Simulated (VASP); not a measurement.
# Si6SnO16 (a cell with a defect) in VASP: a series of runs, part 2 of 2

VASP 6.6.1.

**4. Single point, PBE**

INCAR reads:

```
PREC = Accurate
ENCUT = 520
EDIFF = 1E-7
ISMEAR = 0
SIGMA = 0.05
LREAL = Auto
LASPH = T
NELM = 80
ALGO = Normal
ISIF = 2
LWAVE = F
LCHARG = F
GGA = PE
NBANDS = 84
```

KPOINTS reads:

```
Automatic mesh
0
Gamma
  2 2 2
```

POSCAR reads:

```
Si6SnO16
1.0
   -4.1790000000     -4.1790000000      0.0000000000
    4.1790000000     -4.1790000000      0.0000000000
    0.0000000000      0.0000000000      5.3298000000
Si O Sn
6 16 1
Direct
    0.5000000000      0.5000000000      0.0046133063
    0.0000000000      0.5000000000      0.2500000000
    0.5000000000      0.5000000000      0.4953866937
    0.0000000000      0.5000000000      0.7500000000
    0.0000000000      0.0000000000      0.0041618822
    0.0000000000      0.0000000000      0.4958381178
    0.1932502991      0.5000000000     -0.0002988855
    0.0000000000      0.2024388610      0.2500000000
    0.8067497009      0.5000000000     -0.0002988855
    0.0000000000      0.7975611390      0.2500000000
    0.1932502991      0.5000000000      0.5002988855
    0.0000000000      0.1964412539      0.7500000000
    0.8067497009      0.5000000000      0.5002988855
    0.0000000000      0.8035587461      0.7500000000
    0.7190641302      0.0000000000      0.0296262524
    0.5000000000      0.6865817181      0.2500000000
    0.2809358698      0.0000000000      0.0296262524
    0.5000000000      0.3134182819      0.2500000000
    0.7190641302      0.0000000000      0.4703737476
    0.5000000000      0.6772615458      0.7500000000
    0.2809358698      0.0000000000      0.4703737476
    0.5000000000      0.3227384542      0.7500000000
    0.5000000000      0.0000000000     -0.2500000000
```

Potentials or basis: VASP PAW PBE potentials, release 64 (Si, O, Sn_d).

The run is started by

```bash
cat potpaw_PBE.64/Si/POTCAR potpaw_PBE.64/O/POTCAR potpaw_PBE.64/Sn_d/POTCAR > POTCAR
mpirun -np 1 vasp_std > vasp.out
```

OUTCAR:

```text
PREC = Accurate
   ENCUT = 520
   EDIFF = 1E-7
   ISMEAR = 0
   LREAL = Auto
   LASPH = T
   NELM = 80
   ISIF = 2
   GGA = PE

 ion  position               nearest neighbor table
   1  0.500  0.500  0.005-  16 1.71  18 1.71  20 1.71  22 1.71   7 1.81   9 1.81   3 2.62   3 2.71
                            23 3.25  23 3.25
   2  0.000  0.500  0.250-   7 1.76   9 1.76  11 1.76  13 1.76   8 1.76  10 1.76   4 2.66   4 2.66

   3  0.500  0.500  0.495-  16 1.71  18 1.71  20 1.71  22 1.71  11 1.81  13 1.81   1 2.62   1 2.71
                            23 3.25  23 3.25
   4  0.000  0.500  0.750-   7 1.75   9 1.75  11 1.75  13 1.75  12 1.79  14 1.79   2 2.66   2 2.66
[... 7 lines left out ...]
   9  0.807  0.500  1.000-   4 1.75   2 1.76   1 1.81
  10  0.000  0.798  0.250-   2 1.76   5 1.77   6 1.77
  11  0.193  0.500  0.500-   4 1.75   2 1.76   3 1.81
  12  0.000  0.196  0.750-   5 1.78   6 1.78   4 1.79
  13  0.807  0.500  0.500-   4 1.75   2 1.76   3 1.81
  14  0.000  0.804  0.750-   5 1.78   6 1.78   4 1.79
  15  0.719  0.000  0.030-   5 1.67  23 1.97
  16  0.500  0.687  0.250-   1 1.71   3 1.71
  17  0.281  0.000  0.030-   5 1.67  23 1.97
  18  0.500  0.313  0.250-   1 1.71   3 1.71
  19  0.719  0.000  0.470-   6 1.67  23 1.97
  20  0.500  0.677  0.750-   1 1.71   3 1.71  23 1.91
  21  0.281  0.000  0.470-   6 1.67  23 1.97
  22  0.500  0.323  0.750-   1 1.71   3 1.71  23 1.91
  23  0.500  0.000  0.750-  20 1.91  22 1.91  19 1.97  15 1.97  21 1.97  17 1.97   5 3.25   6 3.25
                             5 3.25   6 3.25   1 3.25   3 3.25   1 3.25   3 3.25

  LATTYP: Found a simple tetragonal cell.
 ALAT       =     5.9099984772
 C/A-ratio  =     0.9018276435

  Lattice vectors:

 A1 = (  -4.1790000000,  -4.1790000000,   0.0000000000)
 A2 = (   4.1790000000,  -4.1790000000,   0.0000000000)
 A3 = (   0.0000000000,   0.0000000000,   5.3298000000)

Analysis of symmetry for initial positions (statically):
=====================================================================
 Subroutine PRICEL returns:
[... 175 lines left out ...]
   GGA     = PE    functional components
   LHFCALC =     F    Hartree Fock is set to
   AEXX    =    0.0000 exact exchange contribution
   IVDW    =     0    specifies the selected vdW correction
   LEPSILON=     F    determine dielectric tensor
   LRPA    =     F    only Hartree local field effects (RPA)
 non-spin polarized calculation
 Gauss-broadening in eV      SIGMA  =   0.05
  energy-cutoff  :      520.00
  volume of cell :      186.16
 maximum number of plane-waves:      5032
 NGX is ok and might be reduce to    48
   NGX = 21   NGY = 21   NGZ = 19

 number of electron     133.9999920 magnetization

 Free energy of the ion-electron system (eV)
  ---------------------------------------------------
  ext. energy  EPLUGINS =         0.00000000
  ---------------------------------------------------
  free energy    TOTEN  =      -158.23761556 eV

  energy without entropy =     -158.21579650  energy(sigma->0) =     -158.22670603

 E-fermi :   7.0499     XC(G=0): -12.1812

 val. band max:        7.0492906673   @ k =   0.0000   0.0000   0.0000
 cond. band min:       7.0675168923   @ k =   0.5000   0.5000   0.5000
 fundamental gap:      0.0182262251
 Fermi energy:         7.0499397550

 k-point     1 :       0.0000    0.0000    0.0000
  band No.  band energies     occupation
      1     -15.0746      2.00000
      2     -14.3748      2.00000
      3     -13.3829      2.00000
      4     -12.8884      2.00000
      5     -12.5049      2.00000
      6     -12.3999      2.00000
[... 645 lines left out ...]
     78      18.2873      0.00000
     79      18.5788      0.00000
 [bands above 79 left out]

------------------------ aborting loop because EDIFF is reached ----------------------------------------

  FORCE on cell =-STRESS in cart. coord.  units (eV):
  Direction    XX          YY          ZZ          XY          YZ          ZX
  --------------------------------------------------------------------------------------
  -------------------------------------------------------------------------------------
  Total       39.5176472     39.5176472     28.7184309     -3.3509356      0.0000000      0.0000000
  in kB      340.1073455    340.1073455    247.1642417    -28.8397182      0.0000000      0.0000000
  external PRESSURE =     309.1263109 kB  Pullay stress =       0.0000000 kB

 VOLUME and BASIS-vectors are now :
 -----------------------------------------------------------------------------
  energy-cutoff  :      520.00
  volume of cell :      186.16
      direct lattice vectors                 reciprocal lattice vectors
    -4.179000000 -4.179000000  0.000000000    -0.119645848 -0.119645848  0.000000000
     4.179000000 -4.179000000  0.000000000     0.119645848 -0.119645848  0.000000000
     0.000000000  0.000000000  5.329800000     0.000000000  0.000000000  0.187624301

 POSITION                                       TOTAL-FORCE (eV/Angst)
 -----------------------------------------------------------------------------------
      0.00000     -4.17900      0.02459        -0.000000     -0.000000     -0.052368
      2.08950     -2.08950      1.33245         0.000000     -0.000000      0.000000
      0.00000     -4.17900      2.64031        -0.000000     -0.000000      0.052368
      2.08950     -2.08950      3.99735        -0.000000     -0.000000      0.000000
      0.00000      0.00000      0.02218        -0.000000     -0.000000      0.018881
      0.00000      0.00000      2.64272        -0.000000     -0.000000     -0.018881
[... 15 lines left out ...]
     -0.74078     -3.43822      3.99735         0.019658     -0.019658      0.000000
     -2.08950     -2.08950      3.99735         0.000000     -0.000000     -0.000000
 -----------------------------------------------------------------------------------
    total drift:                               -0.000000     -0.000000     -0.000000

  FREE ENERGIE OF THE ION-ELECTRON SYSTEM (eV)
  ---------------------------------------------------
  free  energy   TOTEN  =      -158.2376155635 eV

  energy  without entropy=     -158.2157964998  energy(sigma->0) =     -158.22670603
```

OSZICAR:

```text
N       E                     dE             d eps       ncg     rms          rms(c)
DAV:   1     0.154077894745E+04    0.15408E+04   -0.67494E+04  1348   0.183E+03
DAV:   2     0.127739799204E+02   -0.15280E+04   -0.14520E+04  1568   0.511E+02
[... 16 lines left out ...]
DAV:  19    -0.158237653822E+03   -0.15063E-03   -0.16928E-04  1552   0.608E-02    0.100E-01
DAV:  20    -0.158237620098E+03    0.33723E-04   -0.50103E-05  1784   0.413E-02    0.324E-02
DAV:  21    -0.158237616168E+03    0.39302E-05   -0.19311E-05  1624   0.199E-02    0.136E-02
DAV:  22    -0.158237616326E+03   -0.15831E-06   -0.41906E-06  1800   0.101E-02    0.116E-02
DAV:  23    -0.158237615636E+03    0.68990E-06   -0.98774E-07  1640   0.485E-03    0.319E-03
DAV:  24    -0.158237615563E+03    0.72881E-07   -0.96466E-08   912   0.154E-03
   1 F= -.15823762E+03 E0= -.15822671E+03  d E =-.218191E-01
```

stdout:

```text
POSCAR found type information on POSCAR SiO Sn
 POSCAR found :  3 types and      23 ions
 scaLAPACK will be used
 LDA part: xc-table for (Slater+PW92), standard interpolation
 POSCAR, INCAR and KPOINTS ok, starting setup
 FFT: planning ... GRIDC
 FFT: planning ... GRID_SOFT
 FFT: planning ... GRID
 WAVECAR not read
 entering main loop
```

It took 6.5 min on 1 thread of Intel Xeon Platinum 8259CL at 2.50GHz (Skylake/Cascade Lake), shared host; peak memory 0.33 GiB.

Results:

* Free energy: -158.2376 eV
* Pressure: 30.9 GPa
* Largest force: 0.052 eV/Å
* Band gap on the k mesh: zero (band 67 reaches 7.08 eV, above the bottom of band 68 at 6.93 eV)

Forces on the atoms (eV/Å):
```
Si   0.000  0.000 -0.052
Si   0.000  0.000  0.000
Si   0.000  0.000  0.052
Si   0.000  0.000  0.000
Si   0.000  0.000  0.019
Si   0.000  0.000 -0.019
O   -0.008 -0.008  0.016
O    0.006 -0.006  0.000
O    0.008  0.008  0.016
O   -0.006  0.006  0.000
O   -0.008 -0.008 -0.016
O    0.002 -0.002  0.000
O    0.008  0.008 -0.016
O   -0.002  0.002  0.000
O    0.004  0.004  0.044
O    0.030 -0.030  0.000
O   -0.004 -0.004  0.044
O   -0.030  0.030  0.000
O    0.004  0.004 -0.044
O   -0.020  0.020  0.000
O   -0.004 -0.004 -0.044
O    0.020 -0.020  0.000
Sn   0.000  0.000  0.000
```

Caveat: the k points lie up to 0.59 Å⁻¹ apart; spin-orbit coupling is left out, which moves the levels of the heavy elements.
